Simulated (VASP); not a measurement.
**I: single point with r2SCAN**

The system is I.

```
I
1.0
     3.58057    2.36648    0.00000
     3.58057   -2.36648    0.00000
     0.00000    0.00000   -9.65346
I
4
Direct
  0.15000 0.85000 0.88300
  0.35000 0.65000 0.38300
  0.85000 0.15000 0.11700
  0.65000 0.35000 0.61700
```

```yaml
Program: VASP 6.6.1
Task: single point
Functional: r2SCAN
Potentials_or_basis: VASP PAW PBE potentials, release 64 (I)
Cutoff: 520 eV
k_mesh: 5 × 5 × 2
Occupations: fermi-dirac, width 0.1 eV
Spin: no spin polarisation
```

```
Pressure               : 2.1 GPa
Largest force          : 0.735 eV/Å
Band gap on the k mesh : 1.61 eV (least direct gap 1.73 eV)
```

Forces on the atoms (eV/Å):
```
I    0.000  0.401  0.616
I    0.000 -0.401  0.616
I    0.000 -0.401 -0.616
I    0.000  0.401 -0.616
```

Stress tensor (GPa, compression positive):
```
1.01 0.00 0.00
0.00 1.70 0.00
0.00 0.00 3.45
```

Levels at points of the mesh, in eV from the valence-band top:
```
           k point  band 11  band 12  band 13  band 14  band 15  band 16  band 17  band 18
(0.00, 0.00, 0.00)    -1.18    -0.53    -0.06     0.00     1.73     2.55     5.63     5.96
(0.00, 0.00, 0.50)    -1.03    -1.03    -0.03    -0.03     1.97     1.97     6.31     6.31
```

Wall time 3.4 min on 1 thread of Intel(R) Xeon(R) Platinum 8259CL CPU @ 2.50GHz (Skylake/Cascade Lake), with other jobs on the host, peak memory 0.29 GiB.

Caveat: the PAW data sets were made with another functional, which shifts forces and pressure a little; spin-orbit coupling is left out, which moves the levels of the heavy elements. r2SCAN opens gaps a little over a GGA but as a rule still falls short of measured ones.
